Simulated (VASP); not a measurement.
Wanted: the native input for a VASP 6.6.1 run.

```
Task                   : single point
Functional             : PBE
Potentials or basis    : VASP PAW PBE potentials, release 64 (O, Hf_pv)
Cutoff                 : 520 eV
k mesh                 : 6 × 6 × 6
Occupations            : gaussian, width 0.0117 eV
Spin                   : no spin polarisation
Dipole correction      : no
Further INCAR settings : ALGO = Normal; EDIFF = 1e-06; NBANDS = 32
```

The structure of HfO6 lies in POSCAR:

```
HfO6
1.0
    4.0157440000      0.0000000000      0.0000000000
    0.0000000000      4.0157440000      0.0000000000
    0.0000000000      0.0000000000      4.0157440000
O Hf
6 1
Direct
    0.1970000000      0.5000000000      0.5000000000
    0.5000000000      0.1970000000      0.5000000000
    0.8030000000      0.5000000000      0.5000000000
    0.5000000000      0.8030000000      0.5000000000
    0.5000000000      0.5000000000      0.1970000000
    0.5000000000      0.5000000000      0.8030000000
    0.0000000000      0.0000000000      0.0000000000
```

These files were run (other wordings do the same):

INCAR

```
SYSTEM = HfO6
ALGO = Normal
EDIFF = 1E-6
ENCUT = 520
GGA = PE
ISIF = 2
ISMEAR = 0
LASPH = .True.
LCHARG = .False.
LREAL = .False.
LWAVE = .False.
NBANDS = 32
NELM = 100
PREC = Accurate
SIGMA = 0.0117
```

KPOINTS

```
k-points
0
Gamma
  6 6 6
  0 0 0
```

Potentials or basis: VASP PAW PBE potentials, release 64 (O, Hf_pv).

Run with:

```sh
$ cat potpaw_PBE.64/O/POTCAR potpaw_PBE.64/Hf_pv/POTCAR > POTCAR
$ mpirun -np 1 vasp_std > vasp.out
```

Results of the run:

The pressure is 83.7 GPa and the largest force is 10.335 eV/Å. The band gap on the k mesh is zero (band 23 reaches 6.97 eV, above the bottom of band 24 at 5.47 eV).

Caveat: spin-orbit coupling is left out, which moves the levels of the heavy elements; forces of over 1 eV/Å act on the atoms, so gaps and moduli don't describe the material at rest.

Wall time 36 s on 1 thread of Intel(R) Xeon(R) Platinum 8375C CPU @ 2.90GHz (Ice Lake), with other jobs on the host, peak memory 0.18 GiB.
